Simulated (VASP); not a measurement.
# BiO (P6mm) in VASP: relaxation of cell and atoms with PBE

Aim: the relaxation of cell and atoms of BiO with PBE.

Program: VASP 6.6.1. These are calculated values, not measurements. Logs are shortened: lines on timing, memory, paths and dates and some standing lists are left out, and cuts for length are marked.

## Step 1: The cell of the first run

Symmetry: P6mm, No. 183, hexagonal system. The conventional cell has a = 3.476 Å, b = 3.476 Å, c = 4.383 Å, α = 90.00°, β = 90.00°, γ = 120.00°. Within 2.5 Å of Bi (site symmetry 6mm) lie 2 O at 1.89 to 2.49 Å. Within 2.5 Å of O (site symmetry 6mm) lie 2 Bi at 1.89 to 2.49 Å.

## Step 2: Relaxation of cell and atoms, PBE

INCAR

```
SYSTEM = BiO
PREC = Accurate
ENCUT = 600
EDIFF = 1E-7
ISMEAR = 0
SIGMA = 0.2
LREAL = .False.
LASPH = .True.
NELM = 120
ALGO = Normal
ISIF = 3
LWAVE = .False.
LCHARG = .False.
GGA = PE
IBRION = 2
NSW = 36
EDIFFG = -0.08
GGA_COMPAT = .False.
NELMIN = 4
```

KPOINTS

```
regular mesh
0
Gamma
  6 6 5
  0 0 0
```

POSCAR

```
BiO
1.0
    3.4763923300      0.0000000000      0.0000000000
   -1.7381961700      3.0106440800      0.0000000000
    0.0000000000      0.0000000000      4.3833266400
Bi O
1 1
Direct
    0.0000000000      0.0000000000      0.5221467300
    0.0000000000      0.0000000000      0.0903256600
```

Potentials or basis: VASP PAW PBE potentials, release 64 (Bi_d, O).

The run is started by

```console
$ cat potpaw_PBE.64/Bi_d/POTCAR potpaw_PBE.64/O/POTCAR > POTCAR
$ mpirun -np 1 vasp_std > vasp.out
```

OUTCAR:

```text
SYSTEM = BiO
   PREC = Accurate
   ENCUT = 600
   EDIFF = 1E-7
   ISMEAR = 0
   LREAL = .False.
   LASPH = .True.
   NELM = 120
   ISIF = 3
   GGA = PE
   IBRION = 2
   NSW = 36
   EDIFFG = -0.08
   NELMIN = 4

 ion  position               nearest neighbor table
   1  0.000  0.000  0.522-   2 1.89   2 2.49
   2  0.000  0.000  0.090-   1 1.89   1 2.49

  LATTYP: Found a hexagonal cell.
 ALAT       =     3.4763923300
 C/A-ratio  =     1.2608837622

  Lattice vectors:

 A1 = (   3.4763923300,   0.0000000000,   0.0000000000)
 A2 = (  -1.7381961700,   3.0106440800,   0.0000000000)
 A3 = (   0.0000000000,   0.0000000000,   4.3833266400)

Analysis of symmetry for initial positions (statically):
=====================================================================
 Subroutine PRICEL returns:
 Original cell was already a primitive cell.

 Routine SETGRP: Setting up the symmetry group for a
 hexagonal supercell.

 Subroutine GETGRP returns: Found 12 space group operations
 (whereof 12 operations were pure point group operations)
 out of a pool of 24 trial point group operations.

The static configuration has the point symmetry C_6v.

Analysis of symmetry for dynamics (positions and initial velocities):
=====================================================================
 Subroutine PRICEL returns:
 Original cell was already a primitive cell.

 Routine SETGRP: Setting up the symmetry group for a
 hexagonal supercell.

 Subroutine GETGRP returns: Found 12 space group operations
 (whereof 12 operations were pure point group operations)
 out of a pool of 24 trial point group operations.

The dynamic configuration has the point symmetry C_6v.

 Subroutine INISYM returns: Found 12 space group operations
 (whereof 12 operations are pure point group operations),
 and found     1 'primitive' translations

----------------------------------------------------------------------------------------

                                     Primitive cell

  volume of cell :      45.8767

  direct lattice vectors                    reciprocal lattice vectors
     3.476392330  0.000000000  0.000000000     0.287654529  0.166077420  0.000000000
    -1.738196170  3.010644080  0.000000000     0.000000000  0.332154839  0.000000000
     0.000000000  0.000000000  4.383326640     0.000000000  0.000000000  0.228137230

  length of vectors
     3.476392330  3.476392340  4.383326640     0.332154840  0.332154839  0.228137230

[... 103 lines left out ...]
   AEXX    =    0.0000 exact exchange contribution
   IVDW    =     0    specifies the selected vdW correction
   LEPSILON=     F    determine dielectric tensor
   LRPA    =     F    only Hartree local field effects (RPA)
 conjugate gradient relaxation of ions
 non-spin polarized calculation
 Gauss-broadening in eV      SIGMA  =   0.20
  energy-cutoff  :      600.00
  volume of cell :       45.88
 maximum number of plane-waves:      1543
 NGX is ok and might be reduce to    28
   NGX = 13   NGY = 13   NGZ = 17

--------------------------------------- Ionic step        1  -------------------------------------------

 number of electron      21.0000010 magnetization

 Free energy of the ion-electron system (eV)
  ---------------------------------------------------
  ext. energy  EPLUGINS =         0.00000000
  ---------------------------------------------------
  free energy    TOTEN  =        -9.07315552 eV

  energy without entropy =       -9.04586469  energy(sigma->0) =       -9.05951010

------------------------ aborting loop because EDIFF is reached ----------------------------------------

  FORCE on cell =-STRESS in cart. coord.  units (eV):
  Direction    XX          YY          ZZ          XY          YZ          ZX
  --------------------------------------------------------------------------------------
  -------------------------------------------------------------------------------------
  Total        0.6119283      0.6119283      6.2921493     -0.0000000     -0.0000000      0.0000000
  in kB       21.3707173     21.3707174    219.7442746     -0.0000000     -0.0000000      0.0000000
  external PRESSURE =      87.4952365 kB  Pullay stress =       0.0000000 kB
[... 89 lines left out ...]
  FREE ENERGIE OF THE ION-ELECTRON SYSTEM (eV)
  ---------------------------------------------------
  free  energy   TOTEN  =        -8.8769829090 eV

  energy  without entropy=       -8.8352230531  energy(sigma->0) =       -8.85610298

[... ionic steps 4 to 15 ...]

--------------------------------------- Ionic step       16  -------------------------------------------

 number of electron      21.0000001 magnetization

------------------------ aborting loop because EDIFF is reached ----------------------------------------
[... 31 lines left out ...]
--------------------------------------- Ionic step       17  -------------------------------------------

 number of electron      21.0000001 magnetization

 E-fermi :   4.1262     XC(G=0):  -9.3134

 val. band max:        4.1228582461   @ k =   0.3333   0.1667   0.0000
 cond. band min:       4.1567940962   @ k =   0.3333  -0.0000   0.4000
 fundamental gap:      0.0339358501
 Fermi energy:         4.1261549198

 k-point     1 :       0.0000    0.0000    0.0000
  band No.  band energies     occupation
      1     -18.7625      2.00000
      2     -18.6626      2.00000
      3     -18.6626      2.00000
      4     -18.3993      2.00000
      5     -18.3993      2.00000
      6     -12.9426      2.00000
      7      -5.7446      2.00000
      8      -1.2962      2.00000
      9       2.7493      2.00000
     10       2.7493      2.00000
     11       9.5911      0.00000
     12      10.0444      0.00000
     13      10.0444      0.00000
     14      10.8776      0.00000
[... 373 lines left out ...]
--------------------------------------- Ionic step       18  -------------------------------------------

 number of electron      21.0000001 magnetization

 Free energy of the ion-electron system (eV)
  ---------------------------------------------------
  ext. energy  EPLUGINS =         0.00000000
  ---------------------------------------------------
  free energy    TOTEN  =        -9.41252279 eV

  energy without entropy =       -9.37536099  energy(sigma->0) =       -9.39394189

 E-fermi :   4.1374     XC(G=0):  -9.3223

 val. band max:        4.1324961265   @ k =   0.3333   0.1667   0.0000
 cond. band min:       4.1690948240   @ k =   0.3333  -0.0000   0.4000
 fundamental gap:      0.0365986975
 Fermi energy:         4.1374146390

 k-point     1 :       0.0000    0.0000    0.0000
  band No.  band energies     occupation
      1     -18.7491      2.00000
      2     -18.6512      2.00000
      3     -18.6512      2.00000
      4     -18.3873      2.00000
      5     -18.3873      2.00000
      6     -12.9270      2.00000
      7      -5.7440      2.00000
      8      -1.2819      2.00000
      9       2.7730      2.00000
     10       2.7730      2.00000
     11       9.5968      0.00000
     12      10.0758      0.00000
     13      10.0758      0.00000
     14      10.9065      0.00000
[... 367 lines left out ...]
  FREE ENERGIE OF THE ION-ELECTRON SYSTEM (eV)
  ---------------------------------------------------
  free  energy   TOTEN  =        -9.4125227913 eV

  energy  without entropy=       -9.3753609923  energy(sigma->0) =       -9.39394189

 reached required accuracy - stopping structural energy minimisation
```

CONTCAR:

```text
BiO
   1.00000000000000
     3.5314647430367221   -0.0000000000794494   -0.0000000000000000
    -1.7657323766663753    3.0583381891544410   -0.0000000000000000
     0.0000000000000000    0.0000000000000000    4.3041302358828180
  Bi              O
     1     1
Direct
     0.0000000000000000    0.0000000000000000    0.5560720174106011
     0.0000000000000000    0.0000000000000000    0.0564003725893997

  0.00000000E+00  0.00000000E+00  0.00000000E+00
  0.00000000E+00  0.00000000E+00  0.00000000E+00
```

Run time: 3.1 min. Hardware: 1 thread of Intel Xeon 6975P-C, shared host; peak memory 0.19 GiB.

Results:

* Free energy: -9.4125 eV
* Relaxed volume: 23.24 Å³/atom
* Relaxed cell: a = 3.531 Å, b = 3.531 Å, c = 4.304 Å, α = 90.00°, β = 90.00°, γ = 120.00°
* Space group after relaxing (to 0.05 Å): P6/mmm (No. 191)
* Energy gained by relaxing: 169.7 meV/atom
* Ionic steps: 18
* Pressure after relaxing: 0.0 GPa
* Largest force after relaxing: 0.009 eV/Å

Forces in eV/Å, atoms in the order of the input:
```
Bi   0.000  0.000  0.009
O    0.000  0.000 -0.009
```

Stress tensor (GPa, compression positive):
```
 0.10  0.00  0.00
 0.00  0.10  0.00
 0.00  0.00 -0.29
```

Step by step:
```
step  energy change (eV)  largest force (eV/Å)  pressure (GPa)  volume (Å³)
   1              0.0000                3.3852            8.75        45.88
   2              0.7864                0.2938          -10.69        54.41
   3              0.1962                0.7117           -8.42        50.80
   4             -0.1166                0.4998           -4.55        48.68
   5             -0.2038                0.5225           -0.04        47.27
   6             -0.2689                0.6699            0.05        47.59
   7             -0.2988                0.7000            1.58        47.99
   8             -0.3013                0.7402            1.02        47.90
   9             -0.3260                0.2852           -0.21        48.46
  10             -0.3294                0.0569           -0.57        48.82
  11             -0.3295                0.0770           -0.55        48.79
  12             -0.3326                0.0852           -0.83        48.50
  13             -0.3337                0.0906           -1.10        48.19
  14             -0.3362                0.0970           -0.75        47.69
  15             -0.3383                0.1062           -0.21        46.92
  16             -0.3385                0.1101            0.04        46.59
  17             -0.3389                0.0830            0.01        46.56
  18             -0.3394                0.0085           -0.03        46.49
```

Final structure:
```
CELL_PARAMETERS angstrom
3.53146 0.00000 0.00000
-1.76573 3.05834 0.00000
0.00000 0.00000 4.30413
ATOMIC_POSITIONS crystal
Bi 0.00000 0.00000 0.55607
O 0.00000 0.00000 0.05640
```

Caveat: spin-orbit coupling is left out, which moves the levels of the heavy elements; an odd number of electrons without spin polarisation forces a metal; a magnetic or distorted state may lie lower; the relaxation stopped at a loose force limit of 0.08 eV/Å, so its end isn't a converged minimum.
